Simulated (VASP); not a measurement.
# B2P3 (P-3m1) in VASP: further runs, part 2 of 2

VASP 6.6.1. Earlier steps stand in the parts before.

### 3 Single point, PBE

This run uses another cell than the first one, of 12.63 Å³/atom.

INCAR reads:

```
SYSTEM = B2P3
PREC     = Accurate       ! precision mode
ENCUT    = 520            ! plane-wave cutoff, eV
EDIFF    = 1E-6           ! SCF threshold, eV
ISMEAR   = 0              ! smearing method
SIGMA    = 0.1            ! smearing width, eV
LREAL    = .False.        ! projectors in reciprocal space
LASPH    = .True.         ! aspherical terms in the spheres
NELM     = 100            ! most SCF steps
ALGO     = Normal         ! electronic algorithm
ISIF     = 2              ! what is computed and relaxed
LWAVE    = .False.        ! write WAVECAR
LCHARG   = .False.        ! write CHGCAR
GGA      = PE             ! functional
NBANDS   = 18             ! bands
```

KPOINTS reads:

```
regular mesh
0
Gamma
  12 12 6
  0 0 0
```

POSCAR reads:

```
B2P3
1.0
    3.1144161350      0.0000000000      0.0000000000
   -1.5572080675      2.6971634909      0.0000000000
    0.0000000000      0.0000000000      7.5177473330
B P
2 3
Direct
    0.6666666667      0.3333333333      0.7955125801
    0.3333333333      0.6666666667      0.2044874199
    0.6666666667      0.3333333333      0.3129219230
    0.3333333333      0.6666666667      0.6870780770
    0.0000000000      0.0000000000      0.0000000000
```

Potentials or basis: VASP PAW PBE potentials, release 64 (B, P).

Run with:

```
> cat potpaw_PBE.64/B/POTCAR potpaw_PBE.64/P/POTCAR > POTCAR
> mpirun -np 1 vasp_std > vasp.out
```

It took 35 s on 1 thread of Intel Xeon 6975P-C (Granite Rapids), shared host; peak memory 0.23 GiB.

Results (log left out):

```yaml
Free_energy: -27.4088 eV
Pressure: -0.2 GPa
Largest_force: 0.030 eV/Å
Band_gap_on_the_k_mesh: zero (an odd number of electrons rules out a gap without spin polarisation)
```

Forces on the atoms (eV/Å):
```
B    0.000  0.000 -0.005
B    0.000  0.000  0.005
P    0.000  0.000 -0.030
P    0.000  0.000  0.030
P    0.000  0.000  0.000
```

Levels at points of the mesh, in eV from the Fermi level:
| k point | band 8 | band 9 | band 10 | band 11 | band 12 | band 13 |
| --- | --- | --- | --- | --- | --- | --- |
| (0.00, 0.00, 0.00) | -0.54 | -0.54 | 1.27 | 1.27 | 2.61 | 4.07 |
| (0.50, 0.00, 0.00) | -2.93 | -2.16 | -1.99 | -0.33 | -0.04 | 1.06 |
| (0.00, 0.00, 0.50) | -0.64 | -0.57 | -0.57 | 1.24 | 1.24 | 3.99 |
| (0.50, 0.00, 0.50) | -3.55 | -3.13 | -3.09 | 0.35 | 1.28 | 1.35 |

### 4 Single point, PBE

This run uses another cell than the first one, of 12.63 Å³/atom.

INCAR reads:

```
ALGO = Normal
EDIFF = 1E-7
ENCUT = 520
GGA = PE
ISIF = 2
ISMEAR = 0
LASPH = True
LCHARG = False
LREAL = False
LWAVE = False
NBANDS = 18
NELM = 100
PREC = Accurate
SIGMA = 0.1
```

KPOINTS reads:

```
k-points
0
Gamma
  12 12 6
```

POSCAR is that of step 3.

Run with:

```
> cat potpaw_PBE.64/B/POTCAR potpaw_PBE.64/P/POTCAR > POTCAR
> mpirun -np 1 vasp_std > vasp.out
```

It took 45 s on 1 thread of Intel Xeon 6975P-C (Granite Rapids), shared host; peak memory 0.23 GiB.

The run converged. Its results:

```yaml
Free_energy: -27.4088 eV
Pressure: -0.2 GPa
Largest_force: 0.029 eV/Å
Band_gap_on_the_k_mesh: zero (an odd number of electrons rules out a gap without spin polarisation)
```

Forces in eV/Å, atoms in the order of the input:
```
B    0.000  0.000 -0.005
B    0.000  0.000  0.005
P    0.000  0.000 -0.029
P    0.000  0.000  0.029
P    0.000  0.000  0.000
```

Levels at points of the mesh, in eV from the Fermi level:
```csv
k point,band 8,band 9,band 10,band 11,band 12,band 13
"(0.00, 0.00, 0.00)",-0.54,-0.54,1.27,1.27,2.61,4.07
"(0.50, 0.00, 0.00)",-2.93,-2.16,-1.99,-0.33,-0.04,1.06
"(0.00, 0.00, 0.50)",-0.64,-0.57,-0.57,1.24,1.24,3.99
"(0.50, 0.00, 0.50)",-3.55,-3.13,-3.09,0.35,1.28,1.35
```

### 5 Relaxation of cell and atoms, PBE

This run uses another cell than the first one, of 12.63 Å³/atom.

INCAR reads:

```
PREC     = Accurate       # precision mode
ENCUT    = 600            # plane-wave cutoff, eV
EDIFF    = 1E-7           # SCF threshold, eV
ISMEAR   = 0              # smearing method
SIGMA    = 0.1            # smearing width, eV
LREAL    = F              # projectors in reciprocal space
LASPH    = T              # aspherical terms in the spheres
NELM     = 100            # most SCF steps
ALGO     = Normal         # electronic algorithm
ISIF     = 3              # what is computed and relaxed
LWAVE    = F              # write WAVECAR
LCHARG   = F              # write CHGCAR
GGA      = PE             # functional
IBRION   = 2              # ionic algorithm
NSW      = 100            # ionic steps
EDIFFG   = -0.01          # ionic threshold
```

KPOINTS reads:

```
regular mesh
0
Gamma
  12 12 6
```

POSCAR reads:

```
B2P3
1.0
    3.1336096713      0.0000000000      0.0000000000
   -1.5668048356      2.7137855809      0.0000000000
    0.0000000000      0.0000000000      7.4280486154
B P
2 3
Direct
    0.6666666667      0.3333333333      0.7928096166
    0.3333333333      0.6666666667      0.2071903834
    0.6666666667      0.3333333333      0.3133280456
    0.3333333333      0.6666666667      0.6866719544
    0.0000000000      0.0000000000      0.0000000000
```

Run with:

```
> cat potpaw_PBE.64/B/POTCAR potpaw_PBE.64/P/POTCAR > POTCAR
> mpirun -np 1 vasp_std > vasp.out
```

Run time: 6.1 min. Hardware: 1 thread of Intel Xeon 6975P-C (Granite Rapids), shared host; peak memory 0.26 GiB.

It converged, with:

```yaml
Free_energy: -27.4116 eV
Relaxed_volume: 12.62 Å³/atom
Relaxed_cell: a = 3.114 Å, b = 3.114 Å, c = 7.513 Å, α = 90.00°, β = 90.00°, γ = 120.00°
Space_group_after_relaxing_to_0.1_Å: P-3m1 (No. 164)
Energy_gained_by_relaxing: 2.6 meV/atom
Ionic_steps: 15
Pressure_after_relaxing: 0.0 GPa
Largest_force_after_relaxing: 0.009 eV/Å
Band_gap_on_the_k_mesh: zero (an odd number of electrons rules out a gap without spin polarisation)
```

Forces on the atoms (eV/Å):
```
B    0.000  0.000  0.009
B    0.000  0.000 -0.009
P    0.000  0.000 -0.006
P    0.000  0.000  0.006
P    0.000  0.000  0.000
```

Step by step:
```csv
step,energy change (eV),largest force (eV/Å),pressure (GPa),volume (Å³)
1,0.0000,0.1642,-0.36,63.17
2,-0.0116,0.0503,0.17,62.90
3,-0.0120,0.0559,0.09,62.94
4,-0.0122,0.0379,-0.09,63.00
5,-0.0123,0.0581,-0.37,63.09
6,-0.0124,0.0567,-0.36,63.07
7,-0.0126,0.0524,-0.30,63.04
8,-0.0129,0.0439,-0.20,62.97
9,-0.0129,0.0414,-0.16,62.95
10,-0.0130,0.0256,-0.02,62.91
11,-0.0130,0.0155,0.07,62.88
12,-0.0130,0.0128,0.09,62.88
13,-0.0130,0.0122,0.08,62.90
14,-0.0131,0.0101,0.04,62.96
15,-0.0131,0.0087,-0.03,63.08
```

Final structure:
```xyz
5
Lattice="3.1137 0.0000 0.0000 -1.5569 2.6965 0.0000 0.0000 0.0000 7.5132" Properties=species:S:1:pos:R:3 pbc="T T T"
B     1.5569    0.8988    5.9754
B     0.0000    1.7977    1.5378
P     1.5569    0.8988    2.3509
P     0.0000    1.7977    5.1623
P     0.0000    0.0000    0.0000
```

Levels at points of the mesh, in eV from the Fermi level:
```
           k point  band 7  band 8  band 9  band 10  band 11  band 12  band 13  band 14
(0.00, 0.00, 0.00)   -0.77   -0.55   -0.55     1.27     1.27     2.63     4.07     4.07
(0.50, 0.00, 0.00)   -3.88   -2.94   -2.16    -1.99    -0.33    -0.04     1.06     2.61
(0.00, 0.00, 0.50)   -0.65   -0.65   -0.56    -0.56     1.24     1.24     3.99     3.99
(0.50, 0.00, 0.50)   -3.79   -3.56   -3.13    -3.10     0.35     1.28     1.35     2.76
```

### 6 Overview

| task | cell | k mesh | cutoff (eV) | gap on the mesh (eV) | pressure (GPa) | relaxed volume (Å³/atom) | largest force (eV/Å) |
| --- | --- | --- | --- | --- | --- | --- | --- |
| relaxation of cell and atoms | relaxed from a = 3.720, b = 3.720, c = 5.784 Å, angles 90.0, 90.0, 120.0°, 5 atoms, atomic positions A | 6 × 6 × 4 | 600 | none | 0.1 | 13.30 | 0.03 |
| single point | a = 3.114, b = 3.114, c = 7.518 Å, angles 90.0, 90.0, 120.0°, 5 atoms, atomic positions B | 12 × 12 × 6 | 520 | none | -0.2 | - | 0.03 |
| relaxation of cell and atoms | relaxed from a = 3.134, b = 3.134, c = 7.428 Å, angles 90.0, 90.0, 120.0°, 5 atoms, atomic positions C | 12 × 12 × 6 | 600 | none | 0.0 | 12.62 | 0.01 |

Alike in all rows: level PBE; potentials or basis VASP PAW PBE potentials, release 64 (B, P); no spin polarisation; smearing gaussian 0.1 eV.

Caveats: a cell axis changed by over 15 % at a fixed basis, so the end point is rough (at least some runs).

Absolute energies hang on the potentials; compare differences alone.
